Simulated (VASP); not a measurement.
# Ti (I4_1/amd) in VASP: further runs

Ti is run at these levels: PBE; tasks: relaxation of cell and atoms, single point.

Program: VASP 6.6.1. These are calculated values, not measurements. Logs are shortened: lines on timing, memory, paths and dates and some standing lists are left out, and cuts for length are marked.

## Step 1: The cell of the first run

The structure is tetragonal, space group I4_1/amd (No. 141). Conventional cell: a = 4.748 Å, b = 4.748 Å, c = 2.706 Å, α = 90.00°, β = 90.00°, γ = 90.00°. Ti (site symmetry -4m2) has 10 Ti at 2.47 to 3.12 Å within 3.3 Å.

## Step 2: Relaxation of cell and atoms, PBE, target pressure 16 GPa, at which the enthalpy is minimised

Input file INCAR:

```
  ALGO = Normal
  EDIFF = 1E-6
  EDIFFG = -0.005
  ENCUT = 600
  GGA = PE
  IBRION = 2
  ISIF = 3
  ISMEAR = -1
  LASPH = T
  LCHARG = F
  LREAL = F
  LWAVE = F
  NELM = 60
  NSW = 32
  PREC = Accurate
  PSTRESS = 160.0
  SIGMA = 0.1
```

Input file KPOINTS:

```
k-points
0
Gamma
  16 16 16
```

Input file POSCAR:

```
Ti
1.0
   -2.3738370633      2.3738370633      1.3530540507
    2.3738370633     -2.3738370633      1.3530540507
    2.3738370633      2.3738370633     -1.3530540507
Ti
2
Direct
   -0.3750000000     -0.1250000000     -0.2500000000
    0.3750000000      0.1250000000      0.2500000000
```

Potentials or basis: VASP PAW PBE potentials, release 64 (Ti_sv).

Run with:

```console
> cat potpaw_PBE.64/Ti_sv/POTCAR > POTCAR
> mpirun -np 1 vasp_std > vasp.out
```

OUTCAR:

```text
EDIFF = 1E-6
   EDIFFG = -0.005
   ENCUT = 600
   GGA = PE
   IBRION = 2
   ISIF = 3
   ISMEAR = -1
   LASPH = T
   LREAL = F
   NELM = 60
   NSW = 32
   PREC = Accurate
   PSTRESS = 160.0

 ion  position               nearest neighbor table
   1  0.625  0.875  0.750-   2 2.47   2 2.47   2 2.47   2 2.47
   2  0.375  0.125  0.250-   1 2.47   1 2.47   1 2.47   1 2.47

  LATTYP: Found a body centered tetragonal cell.
 ALAT       =     4.7476741266
 C/A-ratio  =     0.5699860667

  Lattice vectors:

 A1 = (  -2.3738370633,   2.3738370633,   1.3530540507)
 A2 = (   2.3738370633,  -2.3738370633,   1.3530540507)
 A3 = (   2.3738370633,   2.3738370633,  -1.3530540507)

Analysis of symmetry for initial positions (statically):
=====================================================================
 Subroutine PRICEL returns:
 Original cell was already a primitive cell.

 Routine SETGRP: Setting up the symmetry group for a
 body centered tetragonal supercell.

 Subroutine GETGRP returns: Found 16 space group operations
 (whereof  4 operations were pure point group operations)
 out of a pool of 16 trial point group operations.

The static configuration has the point symmetry C_2h.
 The point group associated with its full space group is D_4h.

Analysis of symmetry for dynamics (positions and initial velocities):
=====================================================================
 Subroutine PRICEL returns:
 Original cell was already a primitive cell.

 Routine SETGRP: Setting up the symmetry group for a
 body centered tetragonal supercell.

 Subroutine GETGRP returns: Found 16 space group operations
 (whereof  4 operations were pure point group operations)
 out of a pool of 16 trial point group operations.

The dynamic configuration has the point symmetry C_2h.
 The point group associated with its full space group is D_4h.

 Subroutine INISYM returns: Found 16 space group operations
 (whereof  4 operations are pure point group operations),
 and found     1 'primitive' translations

----------------------------------------------------------------------------------------

                                     Primitive cell

  volume of cell :      30.4984

  direct lattice vectors                    reciprocal lattice vectors
    -2.373837063  2.373837063  1.353054051     0.000000000  0.210629452  0.369534388
     2.373837063 -2.373837063  1.353054051     0.210629452  0.000000000  0.369534388
     2.373837063  2.373837063 -1.353054051     0.210629452  0.210629452  0.000000000

  length of vectors
     3.619524840  3.619524840  3.619524840     0.425347422  0.425347422  0.297875028

  position of ions in fractional coordinates (direct lattice)
     0.625000000  0.875000000  0.750000000
     0.375000000  0.125000000  0.250000000

  ion indices of the primitive-cell ions
   primitive index   ion index
                 1           1
                 2           2

----------------------------------------------------------------------------------------

 KPOINTS: k-points

Automatic generation of k-mesh.
 Grid dimensions read from file:
 generate k-points for:   16   16   16

 Generating k-lattice:

  Cartesian coordinates                     Fractional coordinates (reciprocal lattice)
     0.000000000  0.013164341  0.023095899     0.062500000 -0.000000000  0.000000000
     0.013164341  0.000000000  0.023095899    -0.000000000  0.062500000  0.000000000
     0.013164341  0.013164341  0.000000000     0.000000000  0.000000000  0.062500000

  Length of vectors
     0.026584214  0.026584214  0.018617189

  Shift w.r.t. Gamma in fractional coordinates (k-lattice)
     0.000000000  0.000000000  0.000000000

 Subroutine IBZKPT returns following result:
 ===========================================

 Found    349 irreducible k-points:

 Following reciprocal coordinates:
            Coordinates               Weight
  0.000000  0.000000  0.000000      1.000000
  0.062500  0.000000  0.000000      8.000000
  0.125000  0.000000  0.000000      8.000000
  0.187500  0.000000 -0.000000      8.000000
  0.250000  0.000000  0.000000      8.000000
  0.312500  0.000000  0.000000      8.000000
[... 16 lines left out ...]
 -0.125000  0.062500  0.000000     16.000000
 -0.062500  0.062500  0.000000      4.000000
 [... further k-points ...]
   k-points           NKPTS =    349   k-points in BZ     NKDIM =    349   number of bands    NBANDS=     16
   number of dos      NEDOS =    301   number of ions     NIONS =      2
   total plane-waves  NPLWV =  27000
   dimension x,y,z NGX =    30 NGY =   30 NGZ =   30
   dimension x,y,z NGXF=    60 NGYF=   60 NGZF=   60
   ions per type =               2
   NGX,Y,Z   is equivalent  to a cutoff of  13.78, 13.78, 13.78 a.u.
   NGXF,Y,Z  is equivalent  to a cutoff of  27.56, 27.56, 27.56 a.u.
 SYSTEM =  unknown system
   PREC   = accura    normal or accurate (medium, high low for compatibility)
   ISTART =      0    job   : 0-new  1-cont  2-samecut
   ICHARG =      2    charge: 1-file 2-atom 10-const
   ISPIN  =      1    spin polarized calculation?
   LNONCOLLINEAR =      F non collinear calculations
   LSORBIT =      F    spin-orbit coupling
   LASPH  =      T    aspherical Exc in radial PAW
   ENCUT  =  600.0 eV  44.10 Ry    6.64 a.u.   7.23  7.23  7.23*2*pi/ulx,y,z
   NELM   =     60;   NELMIN=  2; NELMDL= -5     # of ELM steps
   EDIFF  = 0.1E-05   stopping-criterion for ELM
   LREAL  =      F    real-space projection
   EDIFFG = -.5E-02   stopping-criterion for IOM
   NSW    =     32    number of steps for IOM
   IBRION =      2    ionic relax: 0-MD 1-quasi-New 2-CG
   NFREE  =      1    steps in history (QN), initial steepest desc. (CG)
   ISIF   =      3    stress and relaxation
   ISYM   =      2    0-nonsym 1-usesym 2-fastsym
   POTIM  = 0.5000    time-step for ionic-motion
   TEBEG  =    0.0;   TEEND  =   0.0 temperature during run
   PSTRESS=  160.0 pullay stress
   NELECT =      24.0000    total number of electrons
   NUPDOWN=      -1.0000    fix difference up-down
   EMIN   =  10.00;   EMAX   =-10.00  energy-range for DOS
   EFERMI =   0.00;   METHOD = LEGACY
   ISMEAR =    -1;   SIGMA  =   0.10  broadening in eV -4-tet -1-fermi 0-gaus
   EFERMI_NEDOS =   21; number of points for ismear=-14 and -15
   IALGO  =     38    algorithm
   IMIX   =      4    mixing-type and parameters
     AMIX     =   0.40;   BMIX     =  1.00
     AMIX_MAG =   1.60;   BMIX_MAG =  1.00
  volume/ion in A,a.u.               =      15.25       102.91
  Fermi-wavevector in a.u.,A,eV,Ry     =   1.511424  2.856177 31.081176  2.284402
  Thomas-Fermi vector in A             =   2.621483
   LORBIT       =      0    0 simple, 1 ext, 2 COOP (PROOUT), +10 PAW based schemes
   GGA     = PE    functional components
   LHFCALC =     F    Hartree Fock is set to
   AEXX    =    0.0000 exact exchange contribution
   IVDW    =     0    specifies the selected vdW correction
   LEPSILON=     F    determine dielectric tensor
   LRPA    =     F    only Hartree local field effects (RPA)
 conjugate gradient relaxation of ions
 non-spin polarized calculation
  energy-cutoff  :      600.00
  volume of cell :       30.50
 maximum number of plane-waves:      1037
 NGX is ok and might be reduce to    30
   NGX = 15   NGY = 15   NGZ = 15

--------------------------------------- Ionic step        1  -------------------------------------------

 number of electron      23.9999999 magnetization

 Free energy of the ion-electron system (eV)
  ---------------------------------------------------
  ext. energy  EPLUGINS =         0.00000000
  ---------------------------------------------------
  free energy    TOTEN  =       -14.66148560 eV

  energy without entropy =      -14.56521396  energy(sigma->0) =      -14.61334978

------------------------ aborting loop because EDIFF is reached ----------------------------------------

  FORCE on cell =-STRESS in cart. coord.  units (eV):
  Direction    XX          YY          ZZ          XY          YZ          ZX
  --------------------------------------------------------------------------------------
  -------------------------------------------------------------------------------------
  Total        3.0354723      3.0354723      2.9772303      0.0000000      0.0000000     -0.0000000
  in kB      159.4629922    159.4629922    156.4033541      0.0000000      0.0000000     -0.0000000
  external PRESSURE =      -1.5568872 kB  Pullay stress =     160.0000000 kB
[... 93 lines left out ...]
  FREE ENERGIE OF THE ION-ELECTRON SYSTEM (eV)
  ---------------------------------------------------
  free  energy   TOTEN  =       -14.6563052499 eV

  energy  without entropy=      -14.5600411667  energy(sigma->0) =      -14.60817321

  enthalpy is  TOTEN    =       -11.6158435013 eV   P V=        3.0404617486

[... ionic steps 4 to 10 ...]

--------------------------------------- Ionic step       11  -------------------------------------------

 number of electron      24.0000000 magnetization

------------------------ aborting loop because EDIFF is reached ----------------------------------------

  FORCE on cell =-STRESS in cart. coord.  units (eV):
  Direction    XX          YY          ZZ          XY          YZ          ZX
  --------------------------------------------------------------------------------------
  -------------------------------------------------------------------------------------
  Total        3.0283425      3.0283425      3.0356290     -0.0000000     -0.0000000     -0.0000000
  in kB      159.2393442    159.2393442    159.6224912     -0.0000000     -0.0000000     -0.0000000
  external PRESSURE =      -0.6329401 kB  Pullay stress =     160.0000000 kB
[... 61 lines left out ...]
  enthalpy is  TOTEN    =       -11.6158476285 eV   P V=        3.0424485887

--------------------------------------- Ionic step       13  -------------------------------------------

 number of electron      24.0000000 magnetization

 Free energy of the ion-electron system (eV)
  ---------------------------------------------------
  ext. energy  EPLUGINS =         0.00000000
  ---------------------------------------------------
  free energy    TOTEN  =       -14.65804014 eV

  energy without entropy =      -14.56170809  energy(sigma->0) =      -14.60987411

 E-fermi :   9.4550     XC(G=0): -12.0788

 val. band max:        9.4505297580   @ k =  -0.2500   0.2500   0.2500
 cond. band min:       9.4583808120   @ k =  -0.3125   0.1250   0.0625
 fundamental gap:      0.0078510540
 Fermi energy:         9.4549858545

 k-point     1 :       0.0000    0.0000    0.0000
  band No.  band energies     occupation
      1     -46.9512      2.00000
      2     -46.4368      2.00000
      3     -23.6078      2.00000
      4     -23.6078      2.00000
      5     -22.5695      2.00000
      6     -22.5497      2.00000
[... 8 lines left out ...]
     15      12.2024      0.00000
     16      12.2602      0.00000
[... 420 lines left out ...]
  band No.  band energies     occupation
      1     -46.9463      2.00000
      2     -46.4417      2.00000
      3     -23.5992      2.00000
      4     -23.5987      2.00000
      5     -22.5839      2.00000
      6     -22.5482      2.00000
[... 8 lines left out ...]
     15      12.2428      0.00000
     16      12.2916      0.00000

 [... further k-points ...]
[... 5 lines left out ...]
  --------------------------------------------------------------------------------------
  -------------------------------------------------------------------------------------
  Total        3.0374149      3.0374149      3.0339036      0.0000000      0.0000000     -0.0000000
  in kB      159.7487334    159.7487334    159.5640621      0.0000000      0.0000000     -0.0000000
  external PRESSURE =      -0.3128237 kB  Pullay stress =     160.0000000 kB
[... 17 lines left out ...]
  FREE ENERGIE OF THE ION-ELECTRON SYSTEM (eV)
  ---------------------------------------------------
  free  energy   TOTEN  =       -14.6580401440 eV

  energy  without entropy=      -14.5617080860  energy(sigma->0) =      -14.60987411

  enthalpy is  TOTEN    =       -11.6158477247 eV   P V=        3.0421924193

 reached required accuracy - stopping structural energy minimisation
```

It took 22 min on 1 thread of Intel Xeon 6975P-C (Granite Rapids), shared host; peak memory 0.32 GiB.

Results:

```
Free energy                                            : -14.6580 eV
Relaxed volume                                         : 15.23 Å³/atom
Relaxed cell                                           : a = 3.619 Å, b = 3.619 Å, c = 3.619 Å, α = 98.01°, β = 98.01°, γ = 136.16°
Space group after relaxing (to 0.05 Å)                 : I4_1/amd (No. 141)
Energy change on relaxing (the enthalpy is what falls) : +1.7 meV/atom
Ionic steps                                            : 13
Pressure after relaxing                                : 16.0 GPa
Band gap on the k mesh                                 : zero (band 12 reaches 9.83 eV, above the bottom of band 13 at 8.87 eV)
```

The path:
| step | energy change (eV) | largest force (eV/Å) | pressure (GPa) | volume (Å³) |
| --- | --- | --- | --- | --- |
| 1 | 0.0000 | 0.0000 | 15.84 | 30.50 |
| 2 | 0.0065 | 0.0000 | 16.10 | 30.43 |
| 3 | 0.0052 | 0.0000 | 16.06 | 30.45 |
| 4 | 0.0048 | 0.0000 | 16.04 | 30.45 |
| 5 | 0.0047 | 0.0000 | 16.07 | 30.45 |
| 6 | 0.0023 | 0.0000 | 15.92 | 30.47 |
| 7 | 0.0042 | 0.0000 | 15.99 | 30.46 |
| 8 | 0.0045 | 0.0000 | 16.01 | 30.45 |
| 9 | 0.0037 | 0.0000 | 16.04 | 30.46 |
| 10 | 0.0013 | 0.0000 | 15.88 | 30.48 |
| 11 | 0.0028 | 0.0000 | 15.94 | 30.47 |
| 12 | 0.0032 | 0.0000 | 15.93 | 30.47 |
| 13 | 0.0034 | 0.0000 | 15.97 | 30.46 |

Final structure:
```
Ti
1.0
    -2.37413    2.37413    1.35117
     2.37413   -2.37413    1.35117
     2.37413    2.37413   -1.35117
Ti
2
Direct
  0.62500 0.87500 0.75000
  0.37500 0.12500 0.25000
```

Caveat: the cell is relaxed towards a set pressure, so the enthalpy falls and the energy may rise.

## Step 3: Single point, PBE

Input file INCAR:

```
PREC = Accurate ; ENCUT = 520
EDIFF = 1E-6 ; ISMEAR = -1
SIGMA = 0.1 ; LREAL = False
LASPH = True ; NELM = 60
ALGO = Normal ; ISIF = 2
LWAVE = False ; LCHARG = True
GGA = PE ; LELF = True
LVHAR = True ; NBANDS = 19
```

Input file KPOINTS:

```
regular mesh
0
Gamma
  16 16 16
```

POSCAR is that of step 2.

Potentials or basis: VASP PAW PBE potentials, release 64 (Ti_sv).

Run with:

```console
> cat potpaw_PBE.64/Ti_sv/POTCAR > POTCAR
> mpirun -np 1 vasp_std > vasp.out
```

Run time: 2.9 min. Hardware: 1 thread of Intel Xeon 6975P-C, shared host; peak memory 0.28 GiB.

It converged, with:

| Item | Value |
| --- | --- |
| Free energy | -14.6617 eV |
| Pressure | 15.7 GPa |
| Band gap on the k mesh | zero (band 12 reaches 9.82 eV, above the bottom of band 13 at 8.86 eV) |

Stress tensor (GPa, compression positive):
```
15.77  0.00  0.00
 0.00 15.77  0.00
 0.00  0.00 15.47
```

Levels at points of the mesh, in eV from the Fermi level:
| k point | band 8 | band 9 | band 10 | band 11 | band 12 | band 13 | band 14 | band 15 | band 16 | band 17 |
| --- | --- | --- | --- | --- | --- | --- | --- | --- | --- | --- |
| (0.00, 0.00, 0.00) | -31.88 | -6.00 | -3.17 | -1.03 | -0.48 | 0.32 | 2.74 | 2.74 | 2.79 | 2.79 |
| (0.50, 0.00, 0.00) | -31.83 | -2.47 | -2.34 | -1.08 | -0.16 | 1.27 | 1.43 | 1.76 | 3.06 | 4.14 |
| (0.50, 0.50, 0.00) | -31.93 | -2.96 | -2.96 | -0.49 | -0.49 | 0.69 | 0.69 | 2.38 | 2.38 | 3.73 |
| (0.50, 0.50, 0.50) | -31.73 | -2.06 | -2.06 | 0.25 | 0.25 | 0.69 | 0.69 | 2.55 | 2.55 | 3.19 |

## Step 4: Single point, PBE

Input file INCAR:

```
SYSTEM = Ti
ALGO = Normal
EDIFF = 1E-6
ENCUT = 520
GGA = PE
ISIF = 2
ISMEAR = -1
LASPH = .True.
LCHARG = .False.
LREAL = .False.
LWAVE = .False.
NBANDS = 19
NELM = 80
PREC = Accurate
SIGMA = 0.1
```

Input file KPOINTS:

```
k-points
0
Gamma
  16 16 16
  0 0 0
```

Input file POSCAR:

```
Ti
1.0
   -2.3736734404      2.3736734404      1.3528799479
    2.3736734404     -2.3736734404      1.3528799479
    2.3736734404      2.3736734404     -1.3528799479
Ti
2
Direct
   -0.3750000000     -0.1250000000     -0.2500000000
    0.3750000000      0.1250000000      0.2500000000
```

Run with:

```console
> cat potpaw_PBE.64/Ti_sv/POTCAR > POTCAR
> mpirun -np 1 vasp_std > vasp.out
```

Run time: 3.2 min. Hardware: 1 thread of Intel Xeon 6975P-C, shared host; peak memory 0.29 GiB.

It converged, with:

- Free energy: -14.6609 eV
- Pressure: 15.7 GPa
- Band gap on the k mesh: zero (band 12 reaches 9.83 eV, above the bottom of band 13 at 8.86 eV)

Stress tensor (GPa, compression positive):
```
15.81  0.00  0.00
 0.00 15.81  0.00
 0.00  0.00 15.52
```

Levels at points of the mesh, in eV from the Fermi level:
```tsv
k point	band 10	band 11	band 12	band 13	band 14	band 15
(0.00, 0.00, 0.00)	-3.17	-1.03	-0.48	0.32	2.74	2.74
(0.50, 0.00, 0.00)	-2.35	-1.08	-0.16	1.27	1.43	1.76
(0.50, 0.50, 0.00)	-2.96	-0.49	-0.49	0.69	0.69	2.38
(0.50, 0.50, 0.50)	-2.06	0.25	0.25	0.69	0.69	2.55
```

## Step 5: Relaxation of cell and atoms, PBE, target pressure 16 GPa, at which the enthalpy is minimised

This run uses another cell than the first one, of 15.76 Å³/atom, 1.034 times its volume.

Input file INCAR:

```
PREC = Accurate
ENCUT = 600
EDIFF = 1E-6
ISMEAR = -1
SIGMA = 0.1
LREAL = False
LASPH = True
NELM = 60
ALGO = Normal
ISIF = 3
LWAVE = False
LCHARG = False
GGA = PE
IBRION = 2
NSW = 60
EDIFFG = -0.005
PSTRESS = 160.0
```

Input file KPOINTS:

```
regular mesh
0
Gamma
  16 16 16
```

Input file POSCAR:

```
Ti
1.0
   -2.4289876438      2.4289876438      1.3359432041
    2.4289876438     -2.4289876438      1.3359432041
    2.4289876438      2.4289876438     -1.3359432041
Ti
2
Direct
   -0.3750000000     -0.1250000000     -0.2500000000
    0.3750000000      0.1250000000      0.2500000000
```

Run with:

```console
> cat potpaw_PBE.64/Ti_sv/POTCAR > POTCAR
> mpirun -np 1 vasp_std > vasp.out
```

It took 25 min on 1 thread of Oxide Virtual Turin-like, shared host; peak memory 0.29 GiB.

The run converged. Its results:

- Free energy: -14.6592 eV
- Relaxed volume: 15.23 Å³/atom
- Relaxed cell: a = 3.620 Å, b = 3.620 Å, c = 3.620 Å, α = 98.01°, β = 98.01°, γ = 136.18°
- Space group after relaxing (to 0.05 Å): I4_1/amd (No. 141)
- Energy change on relaxing (the enthalpy is what falls): +40.3 meV/atom
- Ionic steps: 7
- Pressure after relaxing: 16.0 GPa
- Band gap on the k mesh: zero (band 12 reaches 9.83 eV, above the bottom of band 13 at 8.87 eV)

Step by step:
| step | energy change (eV) | largest force (eV/Å) | pressure (GPa) | volume (Å³) |
| --- | --- | --- | --- | --- |
| 1 | 0.0000 | 0.0000 | 11.64 | 31.53 |
| 2 | 0.1804 | 0.0000 | 20.47 | 29.61 |
| 3 | 0.0975 | 0.0000 | 16.78 | 30.35 |
| 4 | 0.0859 | 0.0000 | 16.24 | 30.42 |
| 5 | 0.0838 | 0.0000 | 16.13 | 30.44 |
| 6 | 0.0840 | 0.0000 | 16.09 | 30.43 |
| 7 | 0.0805 | 0.0000 | 15.99 | 30.47 |

Final structure:
```xyz
2
Lattice="-2.3746 2.3746 1.3508 2.3746 -2.3746 1.3508 2.3746 2.3746 -1.3508" Properties=species:S:1:pos:R:3 pbc="T T T"
Ti    2.3746    1.1873    1.0131
Ti    0.0000    1.1873    0.3377
```

Levels at points of the mesh, in eV from the Fermi level:
```csv
k point,band 9,band 10,band 11,band 12,band 13,band 14,band 15,band 16
"(0.00, 0.00, 0.00)",-6.00,-3.17,-1.04,-0.49,0.31,2.75,2.75,2.81
"(0.50, 0.00, 0.00)",-2.47,-2.35,-1.08,-0.15,1.28,1.43,1.76,3.07
"(0.50, 0.50, 0.00)",-2.96,-2.96,-0.49,-0.49,0.69,0.69,2.39,2.39
"(0.50, 0.50, 0.50)",-2.06,-2.06,0.24,0.24,0.68,0.68,2.55,2.55
```

Caveat: the cell is relaxed towards a set pressure, so the enthalpy falls and the energy may rise.

## Step 6: Summary

```tsv
task	cell	cutoff (eV)	gap on the mesh (eV)	pressure (GPa)
relaxation of cell and atoms	relaxed to 16 GPa from a = 3.620 Å, angles 98.0, 98.0, 136.1°, 2 atoms	600	none	16.0
single point	a = 3.620 Å, angles 98.0, 98.0, 136.1°, 2 atoms	520	none	15.7
single point	a = 3.619 Å, angles 98.0, 98.0, 136.1°, 2 atoms	520	none	15.7
relaxation of cell and atoms	relaxed to 16 GPa from a = 3.686 Å, angles 97.5, 97.5, 137.5°, 2 atoms	600	none	16.0
```

Alike in all rows: level PBE; potentials or basis VASP PAW PBE potentials, release 64 (Ti_sv); no spin polarisation; k mesh 16 × 16 × 16; smearing fermi-dirac 0.1 eV.

Caveats: the cell is relaxed towards a set pressure, so the enthalpy falls and the energy may rise (some runs).

Total energies depend on the potentials used, so only differences within one code and one set of settings carry meaning.
